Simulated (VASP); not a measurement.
Input of a VASP 6.6.1 run:

The input INCAR:

```
PREC = Accurate
ENCUT = 820
EDIFF = 1E-6
ISMEAR = 0
SIGMA = 0.15
LREAL = False
LASPH = True
NELM = 120
ALGO = Normal
ISIF = 2
LWAVE = False
LCHARG = False
GGA = PE
NBANDS = 16
GGA_COMPAT = False
```

File KPOINTS:

```
regular mesh
0
Gamma
  24 24 24
```

File POSCAR:

```
Cu
1.0
   -1.5273838624      1.5273838624      1.4914903416
    1.5273838624     -1.5273838624      1.4914903416
    1.5273838624      1.5273838624     -1.4914903416
Cu
1
Direct
    0.0000000000      0.0000000000      0.0000000000
```

Potentials or basis: VASP PAW PBE potentials, release 64 (Cu_sv_GW).

The run is started by

```sh
$ cat potpaw_PBE.64/Cu_sv_GW/POTCAR > POTCAR
$ mpirun -np 1 vasp_std > vasp.out
```

What does it give for the band gap on the k mesh?

Zero (an odd number of electrons rules out a gap without spin polarisation).

Estimate the pressure.

-14.1 GPa.

Stress tensor (GPa, compression positive):
```
-13.99   0.00   0.00
  0.00 -13.99   0.00
  0.00   0.00 -14.28
```

Caveat: the cell stands under tension.
